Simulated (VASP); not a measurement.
HoZn:

```
Ho Zn
1.0
     3.54800    0.00000    0.00000
     0.00000    3.54800    0.00000
     0.00000    0.00000    3.54800
Ho Zn
1 1
Direct
  0.00000 0.00000 0.00000
  0.50000 0.50000 0.50000
```

Base run:

| Property | Result |
| --- | --- |
| Program | VASP 6.6.1 |
| Functional | LDA |
| Potentials or basis | VASP PAW PBE potentials, release 64 (Ho, Zn) |
| Cutoff | 520 eV |
| k mesh | 10 × 10 × 10 |
| Occupations | fermi-dirac, width 0.03 eV |
| Spin | collinear spin, ferromagnetic start |
| Starting moments | [4.0, 0.0] μB |

Its results: pressure -3.8 GPa; net moment 3.43 μB per cell; site moments Ho +3.43; Zn -0.02 μB.

Q: The run is repeated on the same cell with these changes: functional from LDA to PBEsol; further incar settings from ALGO = Normal; EDIFF = 1e-06; NBANDS = 28 to ALGO = Normal; EDIFF = 1e-07; NBANDS = 28. What comes out?

A: Pressure -0.8 GPa; net moment 3.50 μB per cell; site moments Ho +3.46; Zn -0.02 μB.

Caveats: the magnetic or orbital state may not be the lowest; the PAW data sets were made with another functional, which shifts forces and pressure a little; the cell stands under tension (at least some runs).
